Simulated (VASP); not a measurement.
# Mo (I4_1/amd) in VASP: single point with LDA

Aim: the single point of Mo with LDA.

Everything below comes from runs of VASP 6.6.1. Logs are shortened: lines on timing, memory, paths and dates and some standing lists are left out, and cuts for length are marked.

**1. The cell of the first run**

It takes space group I4_1/amd (No. 141, tetragonal). Conventional cell: a = 4.511 Å, b = 4.511 Å, c = 2.362 Å, α = 90.00°, β = 90.00°, γ = 90.00°. Mo (site symmetry -4m2) has 10 Mo at 2.33 to 2.87 Å within 3.1 Å.

**2. Single point, LDA**

The input, INCAR:

```
  ALGO = Normal
  EDIFF = 1E-7
  ENCUT = 520
  GGA = CA
  ISIF = 2
  ISMEAR = -1
  LASPH = T
  LCHARG = F
  LREAL = F
  LWAVE = F
  NBANDS = 21
  NELM = 100
  PREC = Accurate
  SIGMA = 0.05
```

The input, KPOINTS:

```
k-points
0
Gamma
  18 18 18
```

The input, POSCAR:

```
Mo
1.0
   -2.2555499121      2.2555499121      1.1808428547
    2.2555499121     -2.2555499121      1.1808428547
    2.2555499121      2.2555499121     -1.1808428547
Mo
2
Direct
   -0.3750000000     -0.1250000000     -0.2500000000
    0.3750000000      0.1250000000      0.2500000000
```

Potentials or basis: VASP PAW LDA potentials, release 64 (Mo_sv).

The run is started by

```
> cat potpaw_LDA.64/Mo_sv/POTCAR > POTCAR
> mpirun -np 1 vasp_std > vasp.out
```

OUTCAR:

```text
EDIFF = 1E-7
   ENCUT = 520
   GGA = CA
   ISIF = 2
   ISMEAR = -1
   LASPH = T
   LREAL = F
   NELM = 100
   PREC = Accurate

 ion  position               nearest neighbor table
   1  0.625  0.875  0.750-   2 2.33   2 2.33   2 2.33   2 2.33   2 2.87   2 2.87   2 2.87   2 2.87

   2  0.375  0.125  0.250-   1 2.33   1 2.33   1 2.33   1 2.33   1 2.87   1 2.87   1 2.87   1 2.87

  LATTYP: Found a body centered tetragonal cell.
 ALAT       =     4.5110998242
 C/A-ratio  =     0.5235276987

  Lattice vectors:

 A1 = (  -2.2555499121,   2.2555499121,   1.1808428547)
 A2 = (   2.2555499121,  -2.2555499121,   1.1808428547)
 A3 = (   2.2555499121,   2.2555499121,  -1.1808428547)

Analysis of symmetry for initial positions (statically):
=====================================================================
 Subroutine PRICEL returns:
 Original cell was already a primitive cell.

 Routine SETGRP: Setting up the symmetry group for a
 body centered tetragonal supercell.

 Subroutine GETGRP returns: Found 16 space group operations
 (whereof  4 operations were pure point group operations)
 out of a pool of 16 trial point group operations.

The static configuration has the point symmetry C_2h.
 The point group associated with its full space group is D_4h.

Analysis of symmetry for dynamics (positions and initial velocities):
=====================================================================
 Subroutine PRICEL returns:
 Original cell was already a primitive cell.

 Routine SETGRP: Setting up the symmetry group for a
 body centered tetragonal supercell.

 Subroutine GETGRP returns: Found 16 space group operations
 (whereof  4 operations were pure point group operations)
 out of a pool of 16 trial point group operations.

The dynamic configuration has the point symmetry C_2h.
 The point group associated with its full space group is D_4h.

 Subroutine INISYM returns: Found 16 space group operations
 (whereof  4 operations are pure point group operations),
 and found     1 'primitive' translations

----------------------------------------------------------------------------------------

                                     Primitive cell

  volume of cell :      24.0302

  direct lattice vectors                    reciprocal lattice vectors
    -2.255549912  2.255549912  1.180842855     0.000000000  0.221675431  0.423426367
     2.255549912 -2.255549912  1.180842855     0.221675431  0.000000000  0.423426367
     2.255549912  2.255549912 -1.180842855     0.221675431  0.221675431  0.000000000

  length of vectors
     3.401382169  3.401382169  3.401382169     0.477943391  0.477943391  0.313496402

  position of ions in fractional coordinates (direct lattice)
     0.625000000  0.875000000  0.750000000
     0.375000000  0.125000000  0.250000000

  ion indices of the primitive-cell ions
   primitive index   ion index
                 1           1
                 2           2

----------------------------------------------------------------------------------------

 KPOINTS: k-points

Automatic generation of k-mesh.
 Grid dimensions read from file:
 generate k-points for:   18   18   18

 Generating k-lattice:

  Cartesian coordinates                     Fractional coordinates (reciprocal lattice)
     0.000000000  0.012315302  0.023523687     0.055555556  0.000000000  0.000000000
     0.012315302  0.000000000  0.023523687     0.000000000  0.055555556  0.000000000
     0.012315302  0.012315302  0.000000000     0.000000000  0.000000000  0.055555556

  Length of vectors
     0.026552411  0.026552411  0.017416467

  Shift w.r.t. Gamma in fractional coordinates (k-lattice)
     0.000000000  0.000000000  0.000000000

 Subroutine IBZKPT returns following result:
 ===========================================

 Found    480 irreducible k-points:

 Following reciprocal coordinates:
            Coordinates               Weight
  0.000000  0.000000  0.000000      1.000000
  0.055556 -0.000000  0.000000      8.000000
  0.111111 -0.000000  0.000000      8.000000
  0.166667  0.000000  0.000000      8.000000
  0.222222  0.000000  0.000000      8.000000
  0.277778  0.000000 -0.000000      8.000000
[... 16 lines left out ...]
 -0.277778  0.055556  0.000000     16.000000
 -0.222222  0.055556  0.000000     16.000000
 [... further k-points ...]
   k-points           NKPTS =    480   k-points in BZ     NKDIM =    480   number of bands    NBANDS=     21
   number of dos      NEDOS =    301   number of ions     NIONS =      2
   total plane-waves  NPLWV =  21952
   dimension x,y,z NGX =    28 NGY =   28 NGZ =   28
   dimension x,y,z NGXF=    56 NGYF=   56 NGZF=   56
   ions per type =               2
   NGX,Y,Z   is equivalent  to a cutoff of  13.69, 13.69, 13.69 a.u.
   NGXF,Y,Z  is equivalent  to a cutoff of  27.37, 27.37, 27.37 a.u.
 SYSTEM =  unknown system
   PREC   = accura    normal or accurate (medium, high low for compatibility)
   ISTART =      0    job   : 0-new  1-cont  2-samecut
   ICHARG =      2    charge: 1-file 2-atom 10-const
   ISPIN  =      1    spin polarized calculation?
   LNONCOLLINEAR =      F non collinear calculations
   LSORBIT =      F    spin-orbit coupling
   LASPH  =      T    aspherical Exc in radial PAW
   ENCUT  =  520.0 eV  38.22 Ry    6.18 a.u.   6.32  6.32  6.32*2*pi/ulx,y,z
   NELM   =    100;   NELMIN=  2; NELMDL= -5     # of ELM steps
   EDIFF  = 0.1E-06   stopping-criterion for ELM
   LREAL  =      F    real-space projection
   EDIFFG = 0.1E-05   stopping-criterion for IOM
   NSW    =      0    number of steps for IOM
   IBRION =     -1    ionic relax: 0-MD 1-quasi-New 2-CG
   NFREE  =      0    steps in history (QN), initial steepest desc. (CG)
   ISIF   =      2    stress and relaxation
   ISYM   =      2    0-nonsym 1-usesym 2-fastsym
   POTIM  = 0.5000    time-step for ionic-motion
   TEBEG  =    0.0;   TEEND  =   0.0 temperature during run
   PSTRESS=    0.0 pullay stress
   NELECT =      28.0000    total number of electrons
   NUPDOWN=      -1.0000    fix difference up-down
   EMIN   =  10.00;   EMAX   =-10.00  energy-range for DOS
   EFERMI =   0.00;   METHOD = LEGACY
   ISMEAR =    -1;   SIGMA  =   0.05  broadening in eV -4-tet -1-fermi 0-gaus
   EFERMI_NEDOS =   21; number of points for ismear=-14 and -15
   IALGO  =     38    algorithm
   IMIX   =      4    mixing-type and parameters
     AMIX     =   0.40;   BMIX     =  1.00
     AMIX_MAG =   1.60;   BMIX_MAG =  1.00
  volume/ion in A,a.u.               =      12.02        81.08
  Fermi-wavevector in a.u.,A,eV,Ry     =   1.722695  3.255422 40.377734  2.967680
  Thomas-Fermi vector in A             =   2.798712
   LORBIT       =      0    0 simple, 1 ext, 2 COOP (PROOUT), +10 PAW based schemes
   GGA     = CA    functional components
   LHFCALC =     F    Hartree Fock is set to
   AEXX    =    0.0000 exact exchange contribution
   IVDW    =     0    specifies the selected vdW correction
   LEPSILON=     F    determine dielectric tensor
   LRPA    =     F    only Hartree local field effects (RPA)
 non-spin polarized calculation
  energy-cutoff  :      520.00
  volume of cell :       24.03
 maximum number of plane-waves:       673
 NGX is ok and might be reduce to    28
   NGX = 13   NGY = 13   NGZ = 13

 number of electron      27.9999999 magnetization

 Free energy of the ion-electron system (eV)
  ---------------------------------------------------
  ext. energy  EPLUGINS =         0.00000000
  ---------------------------------------------------
  free energy    TOTEN  =       -20.12241982 eV

  energy without entropy =      -20.11262765  energy(sigma->0) =      -20.11752373

 E-fermi :  17.1478     XC(G=0): -15.0248

 val. band max:       17.1472269064   @ k =  -0.1667  -0.4444   0.1667
 cond. band min:      17.1516911531   @ k =   0.3333   0.2778   0.1667
 fundamental gap:      0.0044642467
 Fermi energy:        17.1478125917

 k-point     1 :       0.0000    0.0000    0.0000
  band No.  band energies     occupation
      1     -44.2752      2.00000
      2     -42.9283      2.00000
      3     -19.4550      2.00000
      4     -19.4550      2.00000
      5     -16.4405      2.00000
      6     -16.4405      2.00000
[... 13 lines left out ...]
     20      26.4308      0.00000
     21      26.4308      0.00000

 k-point     2 :       0.0556   -0.0000    0.0000
  band No.  band energies     occupation
      1     -44.2508      2.00000
      2     -42.9217      2.00000
      3     -19.4437      2.00000
      4     -19.4161      2.00000
      5     -16.5127      2.00000
      6     -16.4334      2.00000
[... 13 lines left out ...]
     20      26.7413      0.00000
     21      27.1688      0.00000

 k-point     3 :       0.1111   -0.0000    0.0000
  band No.  band energies     occupation
      1     -44.1798      2.00000
      2     -42.9030      2.00000
      3     -19.4109      2.00000
      4     -19.3042      2.00000
      5     -16.7974      2.00000
      6     -16.7158      2.00000
[... 13 lines left out ...]
     20      27.7334      0.00000
     21      28.4645      0.00000

 k-point     4 :       0.1667    0.0000    0.0000
  band No.  band energies     occupation
      1     -44.0682      2.00000
      2     -42.8754      2.00000
      3     -19.3595      2.00000
      4     -19.1360      2.00000
      5     -17.2750      2.00000
      6     -17.1484      2.00000
[... 13 lines left out ...]
     20      29.2124      0.00000
     21      29.9810      0.00000

 k-point     5 :       0.2222    0.0000    0.0000
  band No.  band energies     occupation
      1     -43.9260      2.00000
      2     -42.8437      2.00000
      3     -19.2946      2.00000
      4     -18.9507      2.00000
      5     -17.8441      2.00000
      6     -17.6230      2.00000
[... 13 lines left out ...]
     20      30.6137      0.00000
     21      31.1978      0.00000

 k-point     6 :       0.2778    0.0000   -0.0000
  band No.  band energies     occupation
      1     -43.7666      2.00000
      2     -42.8140      2.00000
      3     -19.2231      2.00000
      4     -18.8758      2.00000
      5     -18.3869      2.00000
      6     -18.0057      2.00000
[... 13 lines left out ...]
     20      30.9969      0.00000
     21      31.4994      0.00000

 k-point     7 :       0.3333    0.0000    0.0000
  band No.  band energies     occupation
      1     -43.6067      2.00000
      2     -42.7922      2.00000
      3     -19.1534      2.00000
      4     -19.1532      2.00000
      5     -18.8005      2.00000
      6     -18.0547      2.00000
[... 13 lines left out ...]
     20      30.2410      0.00000
     21      31.1560      0.00000
[... 291 lines left out ...]
      1     -43.4301      2.00000
      2     -42.8184      2.00000
      3     -19.5657      2.00000
      4     -19.1457      2.00000
      5     -19.0768      2.00000
      6     -17.7048      2.00000
[... 13 lines left out ...]
     20      28.8576      0.00000
     21      30.8106      0.00000

 k-point    21 :      -0.3889    0.0556    0.0000
  band No.  band energies     occupation
      1     -43.5642      2.00000
      2     -42.8359      2.00000
      3     -19.2424      2.00000
      4     -19.0825      2.00000
      5     -18.8203      2.00000
      6     -17.8564      2.00000
[... 13 lines left out ...]
     20      29.5264      0.00000
     21      30.9331      0.00000

 k-point    22 :      -0.3333    0.0556    0.0000
  band No.  band energies     occupation
      1     -43.7229      2.00000
      2     -42.8594      2.00000
      3     -19.2453      2.00000
      4     -18.7975      2.00000
      5     -18.4294      2.00000
      6     -17.8874      2.00000
[... 13 lines left out ...]
     20      30.0324      0.00000
     21      31.4624      0.00000

 k-point    23 :      -0.2778    0.0556    0.0000
  band No.  band energies     occupation
      1     -43.8850      2.00000
      2     -42.8868      2.00000
      3     -19.3106      2.00000
      4     -18.8119      2.00000
      5     -17.9110      2.00000
      6     -17.5859      2.00000
[... 13 lines left out ...]
     20      29.7956      0.00000
     21      31.5141      0.00000

 k-point    24 :      -0.2222    0.0556    0.0000
  band No.  band energies     occupation
      1     -44.0327      2.00000
      2     -42.9133      2.00000
      3     -19.3700      2.00000
      4     -19.0046      2.00000
      5     -17.3629      2.00000
      6     -17.1381      2.00000
[... 13 lines left out ...]
     20      28.7082      0.00000
     21      30.5549      0.00000

 [... further k-points ...]
[... 5 lines left out ...]
  --------------------------------------------------------------------------------------
  -------------------------------------------------------------------------------------
  Total       18.4998005     18.4998005     18.5177276      0.0000000      0.0000000      0.0000000
  in kB     1233.4474345   1233.4474345   1234.6427021      0.0000000      0.0000000      0.0000000
  external PRESSURE =    1233.8458571 kB  Pullay stress =       0.0000000 kB

 VOLUME and BASIS-vectors are now :
 -----------------------------------------------------------------------------
  energy-cutoff  :      520.00
  volume of cell :       24.03
      direct lattice vectors                 reciprocal lattice vectors
    -2.255549912  2.255549912  1.180842855     0.000000000  0.221675431  0.423426367
     2.255549912 -2.255549912  1.180842855     0.221675431  0.000000000  0.423426367
     2.255549912  2.255549912 -1.180842855     0.221675431  0.221675431  0.000000000

 POSITION                                       TOTAL-FORCE (eV/Angst)
 -----------------------------------------------------------------------------------
      2.25555      1.12777      0.88563         0.000000     -0.000000      0.000000
      0.00000      1.12777      0.29521        -0.000000      0.000000     -0.000000
 -----------------------------------------------------------------------------------
    total drift:                                0.000000      0.000000     -0.000000

  FREE ENERGIE OF THE ION-ELECTRON SYSTEM (eV)
  ---------------------------------------------------
  free  energy   TOTEN  =       -20.1224198215 eV

  energy  without entropy=      -20.1126276485  energy(sigma->0) =      -20.11752373
```

Wall time 4.2 min (1 thread of Intel Xeon 8259CL, shared host); peak memory 0.3 GiB.

Results:

* Free energy: -20.1224 eV
* Pressure: 123.4 GPa
* Band gap on the k mesh: zero (bands 14 and 15 overlap by 4.33 eV)

Stress tensor (GPa, compression positive):
```
123.34   0.00   0.00
  0.00 123.34   0.00
  0.00   0.00 123.46
```

Caveat: the cell stands under pressure.
